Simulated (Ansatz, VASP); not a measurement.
**SnO: VASP beside Ansatz**

```
Sn O
1.0
     3.13179    0.00000    0.00000
     0.00000    3.13179    0.00000
     0.00000    0.00000    3.13179
Sn O
1 1
Direct
  0.50000 0.50000 0.50000
  0.00000 0.00000 0.00000
```

Change from the starting cell: species swapped into the AlFe type (Pm-3m, No. 221).

Alike in both runs: functional PBE; k mesh 12 × 12 × 12; occupations gaussian, width 0.02 eV; no spin polarisation.

Ansatz relaxed the structure, and its values are those at the end. VASP's run is a single point on that final structure, the one shown.

|  | VASP | Ansatz |
| --- | --- | --- |
| version | VASP 6.6.1 | Ansatz 0.2.0 |
| potentials or method | VASP PAW PBE potentials, release 64 (Sn_d, O), cutoff 520 eV | scalar-relativistic, plane waves, PAW |
| valence electrons in the cell | 20 | 20 |

|  | VASP | Ansatz | Ansatz less VASP |
| --- | --- | --- | --- |
| gap on the k mesh at the Fermi level (eV) | none | none | - |
| pressure (GPa) | -0.1 | 0.0 | +0.01 |

A gap of «none» marks a metal or a gap that the smearing closes. The functional is the same, so the differences come from potentials, cutoffs and numerics.
